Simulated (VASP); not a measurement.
Ga, 2 atoms in the cell. The typed cell holds 2 atoms: a = 4.486 Å, b = 4.486 Å, c = 3.377 Å, α = 90.01°, β = 90.01°, γ = 140.11°. 

| Quantity | Value |
| --- | --- |
| Program | VASP 6.6.1 |
| Task | single point |
| Functional | BLYP |
| Potentials or basis | VASP PAW PBE potentials, release 64 (Ga_d) |
| Cutoff | 520 eV |
| k mesh | 10 × 10 × 8 |
| Occupations | fermi-dirac, width 0.05 eV |
| Spin | no spin polarisation |
| Dipole correction | no |
| Further INCAR settings | ALGO = Normal; EDIFF = 1e-07; NBANDS = 20 |

Potentials or basis: VASP PAW PBE potentials, release 64 (Ga_d).

Command:

```sh
$ cat potpaw_PBE.64/Ga_d/POTCAR > POTCAR
$ mpirun -np 1 vasp_std > vasp.out
```

Hardware: 1 thread of Intel Xeon 6975P-C, with other jobs on the host.

Estimate the wall time of this run.

Run time: 3.2 min on 1 thread of Intel Xeon 6975P-C, with other jobs on the host, peak memory 0.3 GiB. Counts: scf iterations 12, k points 227.
